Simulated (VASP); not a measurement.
# TiO2 (I4_1/amd) in VASP: relaxation of cell and atoms with PBEsol

Aim: the relaxation of cell and atoms of TiO2 with PBEsol.

Everything below comes from runs of VASP 6.6.1. Logs are shortened: lines on timing, memory, paths and dates and some standing lists are left out, and cuts for length are marked.

## Step 1: The cell of the first run

Symmetry: I4_1/amd, No. 141, tetragonal system. The conventional cell has a = 3.785 Å, b = 3.785 Å, c = 9.514 Å, α = 90.00°, β = 90.00°, γ = 90.00°. Ti (site symmetry -4m2) has 6 O at 1.94 to 1.97 Å within 2.6 Å. O (site symmetry 2mm) has 3 Ti at 1.94 to 1.97 Å and 2 O at 2.45 Å within 2.6 Å.

## Step 2: Relaxation of cell and atoms, PBEsol

Input file INCAR:

```
SYSTEM = TiO2
  ALGO = Normal
  EDIFF = 1E-6
  EDIFFG = -0.005
  ENCUT = 600
  GGA = PS
  IBRION = 2
  ISIF = 3
  ISMEAR = 0
  LASPH = .True.
  LCHARG = .False.
  LREAL = .False.
  LWAVE = .False.
  NELM = 80
  NSW = 100
  PREC = Accurate
  SIGMA = 0.02
```

Input file KPOINTS:

```
k-points
0
Gamma
  10 10 10
  0 0 0
```

Input file POSCAR:

```
TiO2
1.0
   -1.8925000000      1.8925000000      4.7570000000
    1.8925000000     -1.8925000000      4.7570000000
    1.8925000000      1.8925000000     -4.7570000000
Ti O
2 4
Direct
    0.0000000000      0.0000000000      0.0000000000
    0.7500000000      0.2500000000      0.5000000000
    0.2066000000      0.2066000000      0.0000000000
    0.9566000000      0.4566000000      0.5000000000
    0.5434000000      0.0434000000      0.5000000000
    0.7934000000      0.7934000000      0.0000000000
```

Potentials or basis: VASP PAW PBE potentials, release 64 (Ti_sv, O).

Launch:

```bash
cat potpaw_PBE.64/Ti_sv/POTCAR potpaw_PBE.64/O/POTCAR > POTCAR
mpirun -np 1 vasp_std > vasp.out
```

OUTCAR:

```text
SYSTEM = TiO2
   EDIFF = 1E-6
   EDIFFG = -0.005
   ENCUT = 600
   GGA = PS
   IBRION = 2
   ISIF = 3
   ISMEAR = 0
   LASPH = .True.
   LREAL = .False.
   NELM = 80
   NSW = 100
   PREC = Accurate

 ion  position               nearest neighbor table
   1  0.000  0.000  0.000-   5 1.94   4 1.94   5 1.94   4 1.94   3 1.97   6 1.97
   2  0.750  0.250  0.500-   6 1.94   3 1.94   6 1.94   3 1.94   4 1.97   5 1.97
   3  0.207  0.207  0.000-   2 1.94   2 1.94   1 1.97
   4  0.957  0.457  0.500-   1 1.94   1 1.94   2 1.97
   5  0.543  0.043  0.500-   1 1.94   1 1.94   2 1.97
   6  0.793  0.793  0.000-   2 1.94   2 1.94   1 1.97

  LATTYP: Found a body centered tetragonal cell.
 ALAT       =     3.7850000000
 C/A-ratio  =     2.5136063408

  Lattice vectors:

 A1 = (  -1.8925000000,   1.8925000000,   4.7570000000)
 A2 = (   1.8925000000,  -1.8925000000,   4.7570000000)
 A3 = (   1.8925000000,   1.8925000000,  -4.7570000000)

Analysis of symmetry for initial positions (statically):
=====================================================================
 Subroutine PRICEL returns:
 Original cell was already a primitive cell.

 Routine SETGRP: Setting up the symmetry group for a
 body centered tetragonal supercell.

 Subroutine GETGRP returns: Found 16 space group operations
 (whereof  8 operations were pure point group operations)
 out of a pool of 16 trial point group operations.

The static configuration has the point symmetry D_2d.
 The point group associated with its full space group is D_4h.

Analysis of symmetry for dynamics (positions and initial velocities):
=====================================================================
 Subroutine PRICEL returns:
 Original cell was already a primitive cell.

 Routine SETGRP: Setting up the symmetry group for a
 body centered tetragonal supercell.

 Subroutine GETGRP returns: Found 16 space group operations
 (whereof  8 operations were pure point group operations)
 out of a pool of 16 trial point group operations.

The dynamic configuration has the point symmetry D_2d.
 The point group associated with its full space group is D_4h.

 Subroutine INISYM returns: Found 16 space group operations
 (whereof  8 operations are pure point group operations),
 and found     1 'primitive' translations

----------------------------------------------------------------------------------------

                                     Primitive cell

  volume of cell :      68.1499

  direct lattice vectors                    reciprocal lattice vectors
    -1.892500000  1.892500000  4.757000000     0.000000000  0.264200793  0.105108262
     1.892500000 -1.892500000  4.757000000     0.264200793  0.000000000  0.105108262
     1.892500000  1.892500000 -4.757000000     0.264200793  0.264200793  0.000000000

  length of vectors
     5.458219627  5.458219627  5.458219627     0.284341002  0.284341002  0.373636344

  position of ions in fractional coordinates (direct lattice)
     0.000000000  0.000000000  0.000000000
     0.750000000  0.250000000  0.500000000
     0.206600000  0.206600000  0.000000000
     0.956600000  0.456600000  0.500000000
     0.543400000  0.043400000  0.500000000
     0.793400000  0.793400000  0.000000000

  ion indices of the primitive-cell ions
   primitive index   ion index
                 1           1
                 2           2
                 3           3
                 4           4
                 5           5
                 6           6

----------------------------------------------------------------------------------------

 KPOINTS: k-points

Automatic generation of k-mesh.
 Grid dimensions read from file:
 generate k-points for:   10   10   10

 Generating k-lattice:

  Cartesian coordinates                     Fractional coordinates (reciprocal lattice)
     0.000000000  0.026420079  0.010510826     0.100000000  0.000000000 -0.000000000
     0.026420079  0.000000000  0.010510826     0.000000000  0.100000000 -0.000000000
     0.026420079  0.026420079  0.000000000     0.000000000  0.000000000  0.100000000

  Length of vectors
     0.028434100  0.028434100  0.037363634

  Shift w.r.t. Gamma in fractional coordinates (k-lattice)
     0.000000000  0.000000000  0.000000000

 Subroutine IBZKPT returns following result:
 ===========================================

 Found    102 irreducible k-points:

 Following reciprocal coordinates:
            Coordinates               Weight
  0.000000  0.000000  0.000000      1.000000
  0.100000  0.000000  0.000000      8.000000
  0.200000  0.000000  0.000000      8.000000
  0.300000 -0.000000  0.000000      8.000000
  0.400000 -0.000000  0.000000      8.000000
  0.500000 -0.000000  0.000000      4.000000
[... 16 lines left out ...]
  0.300000  0.300000  0.000000      8.000000
  0.400000  0.300000  0.000000     16.000000
 [... further k-points ...]
   k-points           NKPTS =    102   k-points in BZ     NKDIM =    102   number of bands    NBANDS=     28
   number of dos      NEDOS =    301   number of ions     NIONS =      6
   total plane-waves  NPLWV = 110592
   dimension x,y,z NGX =    48 NGY =   48 NGZ =   48
   dimension x,y,z NGXF=    96 NGYF=   96 NGZF=   96
   ions per type =               2   4
   NGX,Y,Z   is equivalent  to a cutoff of  14.62, 14.62, 14.62 a.u.
   NGXF,Y,Z  is equivalent  to a cutoff of  29.24, 29.24, 29.24 a.u.
 SYSTEM =  TiO2
   PREC   = accura    normal or accurate (medium, high low for compatibility)
   ISTART =      0    job   : 0-new  1-cont  2-samecut
   ICHARG =      2    charge: 1-file 2-atom 10-const
   ISPIN  =      1    spin polarized calculation?
   LNONCOLLINEAR =      F non collinear calculations
   LSORBIT =      F    spin-orbit coupling
   LASPH  =      T    aspherical Exc in radial PAW
   ENCUT  =  600.0 eV  44.10 Ry    6.64 a.u.  10.90 10.90 10.90*2*pi/ulx,y,z
   NELM   =     80;   NELMIN=  2; NELMDL= -5     # of ELM steps
   EDIFF  = 0.1E-05   stopping-criterion for ELM
   LREAL  =      F    real-space projection
   EDIFFG = -.5E-02   stopping-criterion for IOM
   NSW    =    100    number of steps for IOM
   IBRION =      2    ionic relax: 0-MD 1-quasi-New 2-CG
   NFREE  =      1    steps in history (QN), initial steepest desc. (CG)
   ISIF   =      3    stress and relaxation
   ISYM   =      2    0-nonsym 1-usesym 2-fastsym
   POTIM  = 0.5000    time-step for ionic-motion
   TEBEG  =    0.0;   TEEND  =   0.0 temperature during run
   PSTRESS=    0.0 pullay stress
   NELECT =      48.0000    total number of electrons
   NUPDOWN=      -1.0000    fix difference up-down
   EMIN   =  10.00;   EMAX   =-10.00  energy-range for DOS
   EFERMI =   0.00;   METHOD = LEGACY
   ISMEAR =     0;   SIGMA  =   0.02  broadening in eV -4-tet -1-fermi 0-gaus
   EFERMI_NEDOS =   21; number of points for ismear=-14 and -15
   IALGO  =     38    algorithm
   IMIX   =      4    mixing-type and parameters
     AMIX     =   0.40;   BMIX     =  1.00
     AMIX_MAG =   1.60;   BMIX_MAG =  1.00
  volume/ion in A,a.u.               =      11.36        76.65
  Fermi-wavevector in a.u.,A,eV,Ry     =   1.456578  2.752532 28.866366  2.121618
  Thomas-Fermi vector in A             =   2.573479
   LORBIT       =      0    0 simple, 1 ext, 2 COOP (PROOUT), +10 PAW based schemes
   GGA     = PS    functional components
   LHFCALC =     F    Hartree Fock is set to
   AEXX    =    0.0000 exact exchange contribution
   IVDW    =     0    specifies the selected vdW correction
   LEPSILON=     F    determine dielectric tensor
   LRPA    =     F    only Hartree local field effects (RPA)
 conjugate gradient relaxation of ions
 non-spin polarized calculation
 Gauss-broadening in eV      SIGMA  =   0.02
  energy-cutoff  :      600.00
  volume of cell :       68.15
 maximum number of plane-waves:      2300
 NGX is ok and might be reduce to    48
   NGX = 21   NGY = 21   NGZ = 21

--------------------------------------- Ionic step        1  -------------------------------------------

 number of electron      48.0000000 magnetization

 Free energy of the ion-electron system (eV)
  ---------------------------------------------------
  ext. energy  EPLUGINS =         0.00000000
  ---------------------------------------------------
  free energy    TOTEN  =       -56.21816598 eV

  energy without entropy =      -56.21816598  energy(sigma->0) =      -56.21816598

------------------------ aborting loop because EDIFF is reached ----------------------------------------

  FORCE on cell =-STRESS in cart. coord.  units (eV):
  Direction    XX          YY          ZZ          XY          YZ          ZX
  --------------------------------------------------------------------------------------
  -------------------------------------------------------------------------------------
  Total       -0.4310938     -0.4310938      1.1436913      0.0000000      0.0000000      0.0000000
  in kB      -10.1348535    -10.1348535     26.8877513      0.0000000      0.0000000      0.0000000
  external PRESSURE =       2.2060148 kB  Pullay stress =       0.0000000 kB
[... 145 lines left out ...]
  energy  without entropy=      -56.2261855826  energy(sigma->0) =      -56.22618558

--------------------------------------- Ionic step        5  -------------------------------------------

 number of electron      47.9999997 magnetization

 Free energy of the ion-electron system (eV)
  ---------------------------------------------------
  ext. energy  EPLUGINS =         0.00000000
  ---------------------------------------------------
  free energy    TOTEN  =       -56.22667920 eV

  energy without entropy =      -56.22667920  energy(sigma->0) =      -56.22667920

 E-fermi :   3.3838     XC(G=0): -11.0228

 val. band max:        3.2835109765   @ k =  -0.4000   0.4000   0.0000
 cond. band min:       5.3795969113   @ k =   0.0000   0.0000   0.0000
 fundamental gap:      2.0960859348
 Fermi energy:         3.3837576953

 k-point     1 :       0.0000    0.0000    0.0000
  band No.  band energies     occupation
      1     -52.8209      2.00000
      2     -52.7593      2.00000
      3     -29.4095      2.00000
      4     -29.1632      2.00000
      5     -29.1632      2.00000
      6     -29.0910      2.00000
[... 733 lines left out ...]
     27       6.8389      0.00000
     28       6.9873      0.00000

 [... further k-points ...]

------------------------ aborting loop because EDIFF is reached ----------------------------------------

  FORCE on cell =-STRESS in cart. coord.  units (eV):
  Direction    XX          YY          ZZ          XY          YZ          ZX
  --------------------------------------------------------------------------------------
  -------------------------------------------------------------------------------------
  Total        0.0091224      0.0091224     -0.0244603      0.0000000      0.0000000      0.0000000
  in kB        0.2148363      0.2148363     -0.5760513      0.0000000      0.0000000      0.0000000
  external PRESSURE =      -0.0487929 kB  Pullay stress =       0.0000000 kB
[... 21 lines left out ...]
  FREE ENERGIE OF THE ION-ELECTRON SYSTEM (eV)
  ---------------------------------------------------
  free  energy   TOTEN  =       -56.2266792046 eV

  energy  without entropy=      -56.2266792046  energy(sigma->0) =      -56.22667920

 reached required accuracy - stopping structural energy minimisation
```

Wall time 9.7 min (1 thread of Intel Xeon 6975P-C (Granite Rapids), shared host); peak memory 0.47 GiB.

Results:

```
Free energy                           : -56.2267 eV
Relaxed volume                        : 11.34 Å³/atom
Relaxed cell                          : a = 5.476 Å, b = 5.476 Å, c = 5.476 Å, α = 139.72°, β = 139.72°, γ = 58.28°
Space group after relaxing (to 0.1 Å) : I4_1/amd (No. 141)
Energy gained by relaxing             : 1.4 meV/atom
Ionic steps                           : 5
Pressure after relaxing               : 0.0 GPa
Band gap on the k mesh                : 2.10 eV (least direct gap 2.42 eV)
```

Stress tensor (GPa, compression positive):
```
 0.02  0.00  0.00
 0.00  0.02  0.00
 0.00  0.00 -0.06
```

Step by step:
| step | energy change (eV) | largest force (eV/Å) | pressure (GPa) | volume (Å³) |
| --- | --- | --- | --- | --- |
| 1 | 0.0000 | 0.2413 | 0.22 | 68.15 |
| 2 | -0.0060 | 0.1158 | -1.05 | 68.30 |
| 3 | -0.0080 | 0.0005 | -0.69 | 68.25 |
| 4 | -0.0080 | 0.0018 | 0.67 | 67.81 |
| 5 | -0.0085 | 0.0010 | 0.00 | 68.03 |

Final structure:
```cif
data_structure
_symmetry_space_group_name_H-M 'P 1'
_symmetry_Int_Tables_number 1
_cell_length_a 5.4764
_cell_length_b 5.4764
_cell_length_c 5.4764
_cell_angle_alpha 139.718
_cell_angle_beta 139.718
_cell_angle_gamma 58.281
_cell_volume 68.03
loop_
_atom_site_label
_atom_site_type_symbol
_atom_site_fract_x
_atom_site_fract_y
_atom_site_fract_z
_atom_site_occupancy
Ti1 Ti 0.00000 0.00000 0.00000 1
Ti2 Ti 0.75000 0.25000 0.50000 1
O1 O 0.20746 0.20746 0.00000 1
O2 O 0.95746 0.45746 0.50000 1
O3 O 0.54254 0.04254 0.50000 1
O4 O 0.79254 0.79254 0.00000 1
```

Caveat: the PAW data sets were made with another functional, which shifts forces and pressure a little. A k mesh can miss the band edges.
